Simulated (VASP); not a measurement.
# Si (Cccm) in VASP: single point with PBE

Aim: the single point of Si with PBE.

All numbers are computed with VASP 6.6.1; they aren't measurements. Logs are shortened: lines on timing, memory, paths and dates and some standing lists are left out, and cuts for length are marked.

**1. The cell of the first run**

Symmetry: Cccm, No. 66, orthorhombic system. The conventional cell has a = 7.154 Å, b = 7.287 Å, c = 3.221 Å, α = 90.00°, β = 90.00°, γ = 90.00°. Si (site symmetry m) has 8 Si at 2.39 to 3.22 Å within 3.3 Å.

The cell was generated, and may not be a known phase.

**2. Single point, PBE**

The input, INCAR:

```
SYSTEM = Si
PREC = Accurate ; ENCUT = 520
EDIFF = 1E-6 ; ISMEAR = 0
SIGMA = 0.1 ; LREAL = .FALSE.
LASPH = .TRUE. ; NELM = 80
ALGO = Normal ; ISIF = 2
LWAVE = .FALSE. ; LCHARG = .FALSE.
GGA = PE ; NBANDS = 26
```

The input, KPOINTS:

```
Automatic mesh
0
G
  6 4 4
  0 0 0
```

The input, POSCAR:

```
Si
1.0
    3.2214295852      0.0000000000      0.0000000000
    0.0000000000      7.1544971057      0.0000000000
    0.0000000000      0.0000000000      7.2866339954
Si
8
Direct
    0.2499853397      0.1342249079      0.1319201759
    0.7499853397      0.3657750921      0.6319201759
    0.2499853397      0.8657750921      0.8680798241
    0.2500146603      0.6342249079      0.6319201759
    0.2500146603      0.3657750921      0.3680798241
    0.7500146603      0.1342249079      0.8680798241
    0.7500146603      0.8657750921      0.1319201759
    0.7499853397      0.6342249079      0.3680798241
```

Potentials or basis: VASP PAW PBE potentials, release 64 (Si).

Run with:

```console
cat potpaw_PBE.64/Si/POTCAR > POTCAR
mpirun -np 1 vasp_std > vasp.out
```

OUTCAR:

```text
SYSTEM = Si
   PREC = Accurate
   ENCUT = 520
   EDIFF = 1E-6
   ISMEAR = 0
   LREAL = .FALSE.
   LASPH = .TRUE.
   NELM = 80
   ISIF = 2
   GGA = PE

 ion  position               nearest neighbor table
   1  0.250  0.134  0.132-   5 2.39   7 2.51   7 2.51   6 2.51   6 2.51   3 2.72
   2  0.750  0.366  0.632-   6 2.39   4 2.51   4 2.51   5 2.51   5 2.51   8 2.72
   3  0.250  0.866  0.868-   4 2.39   6 2.51   6 2.51   7 2.51   7 2.51   1 2.72
   4  0.250  0.634  0.632-   3 2.39   2 2.51   2 2.51   8 2.51   8 2.51   5 2.72
   5  0.250  0.366  0.368-   1 2.39   8 2.51   8 2.51   2 2.51   2 2.51   4 2.72
   6  0.750  0.134  0.868-   2 2.39   3 2.51   3 2.51   1 2.51   1 2.51   7 2.72
   7  0.750  0.866  0.132-   8 2.39   1 2.51   1 2.51   3 2.51   3 2.51   6 2.72
   8  0.750  0.634  0.368-   7 2.39   5 2.51   5 2.51   4 2.51   4 2.51   2 2.72

  LATTYP: Found a simple orthorhombic cell.
 ALAT       =     3.2214295852
 B/A-ratio  =     2.2209074935
 C/A-ratio  =     2.2619255839

  Lattice vectors:

 A1 = (   3.2214295852,   0.0000000000,   0.0000000000)
 A2 = (   0.0000000000,   7.1544971057,   0.0000000000)
 A3 = (   0.0000000000,   0.0000000000,   7.2866339954)

Analysis of symmetry for initial positions (statically):
=====================================================================
 Subroutine PRICEL returns:
 Original cell was already a primitive cell.

 Routine SETGRP: Setting up the symmetry group for a
 simple orthorhombic supercell.

 Subroutine GETGRP returns: Found  8 space group operations
 (whereof  4 operations were pure point group operations)
 out of a pool of  8 trial point group operations.

The static configuration has the point symmetry D_2 .
 The point group associated with its full space group is D_2h.

Analysis of symmetry for dynamics (positions and initial velocities):
=====================================================================
 Subroutine PRICEL returns:
 Original cell was already a primitive cell.

 Routine SETGRP: Setting up the symmetry group for a
 simple orthorhombic supercell.

 Subroutine GETGRP returns: Found  8 space group operations
 (whereof  4 operations were pure point group operations)
 out of a pool of  8 trial point group operations.

The dynamic configuration has the point symmetry D_2 .
 The point group associated with its full space group is D_2h.

 Subroutine INISYM returns: Found  8 space group operations
 (whereof  4 operations are pure point group operations),
 and found     1 'primitive' translations

----------------------------------------------------------------------------------------

                                     Primitive cell

  volume of cell :     167.9402

  direct lattice vectors                    reciprocal lattice vectors
     3.221429585  0.000000000  0.000000000     0.310421188  0.000000000  0.000000000
     0.000000000  7.154497106  0.000000000     0.000000000  0.139772228  0.000000000
     0.000000000  0.000000000  7.286633995     0.000000000  0.000000000  0.137237578

  length of vectors
     3.221429585  7.154497106  7.286633995     0.310421188  0.139772228  0.137237578

  position of ions in fractional coordinates (direct lattice)
     0.249985340  0.134224908  0.131920176
     0.749985340  0.365775092  0.631920176
     0.249985340  0.865775092  0.868079824
     0.250014660  0.634224908  0.631920176
     0.250014660  0.365775092  0.368079824
     0.750014660  0.134224908  0.868079824
     0.750014660  0.865775092  0.131920176
     0.749985340  0.634224908  0.368079824

  ion indices of the primitive-cell ions
   primitive index   ion index
                 1           1
                 2           2
                 3           3
                 4           4
                 5           5
                 6           6
                 7           7
                 8           8

----------------------------------------------------------------------------------------

 KPOINTS: Automatic mesh

Automatic generation of k-mesh.
 Grid dimensions read from file:
 generate k-points for:    6    4    4

 Generating k-lattice:

  Cartesian coordinates                     Fractional coordinates (reciprocal lattice)
     0.051736865  0.000000000  0.000000000     0.166666667  0.000000000  0.000000000
     0.000000000  0.034943057  0.000000000     0.000000000  0.250000000  0.000000000
     0.000000000  0.000000000  0.034309394     0.000000000  0.000000000  0.250000000

  Length of vectors
     0.051736865  0.034943057  0.034309394

  Shift w.r.t. Gamma in fractional coordinates (k-lattice)
     0.000000000  0.000000000  0.000000000

 Subroutine IBZKPT returns following result:
 ===========================================

 Found     36 irreducible k-points:

 Following reciprocal coordinates:
            Coordinates               Weight
  0.000000  0.000000  0.000000      1.000000
  0.166667  0.000000  0.000000      2.000000
  0.333333  0.000000  0.000000      2.000000
  0.500000  0.000000  0.000000      1.000000
  0.000000  0.250000  0.000000      2.000000
  0.166667  0.250000  0.000000      4.000000
[... 16 lines left out ...]
  0.333333  0.500000  0.250000      4.000000
  0.500000  0.500000  0.250000      2.000000
 [... further k-points ...]
   k-points           NKPTS =     36   k-points in BZ     NKDIM =     36   number of bands    NBANDS=     26
   number of dos      NEDOS =    301   number of ions     NIONS =      8
   total plane-waves  NPLWV =  69984
   dimension x,y,z NGX =    24 NGY =   54 NGZ =   54
   dimension x,y,z NGXF=    48 NGYF=  108 NGZF=  108
   ions per type =               8
   NGX,Y,Z   is equivalent  to a cutoff of  12.39, 12.55, 12.32 a.u.
   NGXF,Y,Z  is equivalent  to a cutoff of  24.77, 25.10, 24.64 a.u.
 SYSTEM =  Si
   PREC   = accura    normal or accurate (medium, high low for compatibility)
   ISTART =      0    job   : 0-new  1-cont  2-samecut
   ICHARG =      2    charge: 1-file 2-atom 10-const
   ISPIN  =      1    spin polarized calculation?
   LNONCOLLINEAR =      F non collinear calculations
   LSORBIT =      F    spin-orbit coupling
   LASPH  =      T    aspherical Exc in radial PAW
   ENCUT  =  520.0 eV  38.22 Ry    6.18 a.u.   5.99 13.30 13.55*2*pi/ulx,y,z
   NELM   =     80;   NELMIN=  2; NELMDL= -5     # of ELM steps
   EDIFF  = 0.1E-05   stopping-criterion for ELM
   LREAL  =      F    real-space projection
   EDIFFG = 0.1E-04   stopping-criterion for IOM
   NSW    =      0    number of steps for IOM
   IBRION =     -1    ionic relax: 0-MD 1-quasi-New 2-CG
   NFREE  =      0    steps in history (QN), initial steepest desc. (CG)
   ISIF   =      2    stress and relaxation
   ISYM   =      2    0-nonsym 1-usesym 2-fastsym
   POTIM  = 0.5000    time-step for ionic-motion
   TEBEG  =    0.0;   TEEND  =   0.0 temperature during run
   PSTRESS=    0.0 pullay stress
   NELECT =      32.0000    total number of electrons
   NUPDOWN=      -1.0000    fix difference up-down
   EMIN   =  10.00;   EMAX   =-10.00  energy-range for DOS
   EFERMI =   0.00;   METHOD = LEGACY
   ISMEAR =     0;   SIGMA  =   0.10  broadening in eV -4-tet -1-fermi 0-gaus
   EFERMI_NEDOS =   21; number of points for ismear=-14 and -15
   IALGO  =     38    algorithm
   IMIX   =      4    mixing-type and parameters
     AMIX     =   0.40;   BMIX     =  1.00
     AMIX_MAG =   1.60;   BMIX_MAG =  1.00
  volume/ion in A,a.u.               =      20.99       141.66
  Fermi-wavevector in a.u.,A,eV,Ry     =   0.942048  1.780213 12.074563  0.887455
  Thomas-Fermi vector in A             =   2.069620
   LORBIT       =      0    0 simple, 1 ext, 2 COOP (PROOUT), +10 PAW based schemes
   GGA     = PE    functional components
   LHFCALC =     F    Hartree Fock is set to
   AEXX    =    0.0000 exact exchange contribution
   IVDW    =     0    specifies the selected vdW correction
   LEPSILON=     F    determine dielectric tensor
   LRPA    =     F    only Hartree local field effects (RPA)
 non-spin polarized calculation
 Gauss-broadening in eV      SIGMA  =   0.10
  energy-cutoff  :      520.00
  volume of cell :      167.94
 maximum number of plane-waves:      4552
 NGX is ok and might be reduce to    24
   NGX = 11   NGY = 27   NGZ = 27

 number of electron      32.0000001 magnetization

 Free energy of the ion-electron system (eV)
  ---------------------------------------------------
  ext. energy  EPLUGINS =         0.00000000
  ---------------------------------------------------
  free energy    TOTEN  =       -38.96047617 eV

  energy without entropy =      -38.94294048  energy(sigma->0) =      -38.95170833

 E-fermi :   5.9630     XC(G=0):  -9.0776

 val. band max:        5.9131103667   @ k =   0.5000   0.2500   0.0000
 cond. band min:       5.9966748341   @ k =   0.1667   0.5000   0.2500
 fundamental gap:      0.0835644675
 Fermi energy:         5.9629534973

 k-point     1 :       0.0000    0.0000    0.0000
  band No.  band energies     occupation
      1      -7.6008      2.00000
      2      -6.7575      2.00000
      3      -4.0059      2.00000
      4      -3.9528      2.00000
      5      -1.5190      2.00000
      6      -1.4996      2.00000
[... 18 lines left out ...]
     25       9.9594      0.00000
     26       9.9709      0.00000

 k-point     2 :       0.1667    0.0000    0.0000
  band No.  band energies     occupation
      1      -7.2224      2.00000
      2      -6.3756      2.00000
      3      -3.6627      2.00000
      4      -3.6103      2.00000
      5      -1.3089      2.00000
      6      -1.1443      2.00000
[... 18 lines left out ...]
     25      10.0169      0.00000
[... 608 lines left out ...]
     25       9.1736      0.00000
     26       9.1738      0.00000

 k-point    24 :       0.5000    0.5000    0.2500
  band No.  band energies     occupation
      1      -4.0452      2.00000
      2      -4.0447      2.00000
      3      -3.6993      2.00000
      4      -3.6988      2.00000
      5      -1.5418      2.00000
      6      -1.5418      2.00000
[... 18 lines left out ...]
     25       9.5642      0.00000
     26       9.5644      0.00000

 [... further k-points ...]

------------------------ aborting loop because EDIFF is reached ----------------------------------------

  FORCE on cell =-STRESS in cart. coord.  units (eV):
  Direction    XX          YY          ZZ          XY          YZ          ZX
  --------------------------------------------------------------------------------------
  -------------------------------------------------------------------------------------
  Total       -0.0592316      0.2466935     -0.0016115      0.0000000      0.0000000      0.0000000
  in kB       -0.5650796      2.3534965     -0.0153736      0.0000000      0.0000000      0.0000000
  external PRESSURE =       0.5910144 kB  Pullay stress =       0.0000000 kB

 VOLUME and BASIS-vectors are now :
 -----------------------------------------------------------------------------
  energy-cutoff  :      520.00
  volume of cell :      167.94
      direct lattice vectors                 reciprocal lattice vectors
     3.221429585  0.000000000  0.000000000     0.310421188  0.000000000  0.000000000
     0.000000000  7.154497106  0.000000000     0.000000000  0.139772228  0.000000000
     0.000000000  0.000000000  7.286633995     0.000000000  0.000000000  0.137237578

 POSITION                                       TOTAL-FORCE (eV/Angst)
 -----------------------------------------------------------------------------------
      0.80531      0.96031      0.96125         0.000353      0.010617      0.015991
      2.41602      2.61694      4.60457         0.000353     -0.010617      0.015991
      0.80531      6.19419      6.32538         0.000353     -0.010617     -0.015991
      0.80540      4.53756      4.60457        -0.000353      0.010617      0.015991
      0.80540      2.61694      2.68206        -0.000353     -0.010617     -0.015991
      2.41612      0.96031      6.32538        -0.000353      0.010617     -0.015991
      2.41612      6.19419      0.96125        -0.000353     -0.010617      0.015991
      2.41602      4.53756      2.68206         0.000353      0.010617     -0.015991
 -----------------------------------------------------------------------------------
    total drift:                               -0.000000      0.000000     -0.000000

  FREE ENERGIE OF THE ION-ELECTRON SYSTEM (eV)
  ---------------------------------------------------
  free  energy   TOTEN  =       -38.9604761746 eV

  energy  without entropy=      -38.9429404802  energy(sigma->0) =      -38.95170833
```

Run time: 3.6 min. Hardware: 1 thread of Intel Xeon 8259CL, shared host; peak memory 0.3 GiB.

Results:

| Property | Result |
| --- | --- |
| Free energy | -38.9605 eV |
| Pressure | 0.1 GPa |
| Largest force | 0.019 eV/Å |
| Band gap on the k mesh | zero (bands 16 and 17 overlap by 3.59 eV) |

Forces in eV/Å, atoms in the order of the input:
```
Si   0.000  0.011  0.016
Si   0.000 -0.011  0.016
Si   0.000 -0.011 -0.016
Si   0.000  0.011  0.016
Si   0.000 -0.011 -0.016
Si   0.000  0.011 -0.016
Si   0.000 -0.011  0.016
Si   0.000  0.011 -0.016
```

Levels at points of the mesh, in eV from the Fermi level:
```tsv
k point	band 11	band 12	band 13	band 14	band 15	band 16	band 17	band 18	band 19	band 20
(0.00, 0.00, 0.00)	-1.76	-1.66	-1.25	-0.63	0.43	0.43	1.25	1.52	1.70	2.25
(0.50, 0.00, 0.00)	-4.21	-4.21	-4.08	-4.08	-1.36	-1.36	-0.55	-0.55	1.02	1.02
(0.00, 0.50, 0.00)	-3.34	-3.34	-0.98	-0.98	1.81	1.81	1.88	1.88	1.97	1.97
(0.50, 0.50, 0.00)	-4.74	-4.74	-1.65	-1.65	-1.65	-1.65	-0.29	-0.29	-0.29	-0.29
(0.00, 0.00, 0.50)	-3.36	-3.36	-0.98	-0.98	1.94	1.94	1.94	1.94	2.08	2.08
(0.50, 0.00, 0.50)	-4.73	-4.73	-1.67	-1.67	-1.67	-1.67	-0.35	-0.35	-0.35	-0.35
(0.00, 0.50, 0.50)	-2.26	-2.26	-0.96	-0.96	0.28	0.28	0.90	0.90	1.97	1.97
(0.50, 0.50, 0.50)	-4.07	-4.07	-3.74	-3.74	-0.63	-0.63	-0.48	-0.48	0.57	0.57
```

The gap in the log of VASP goes by the Fermi energy; the results here count the filled bands.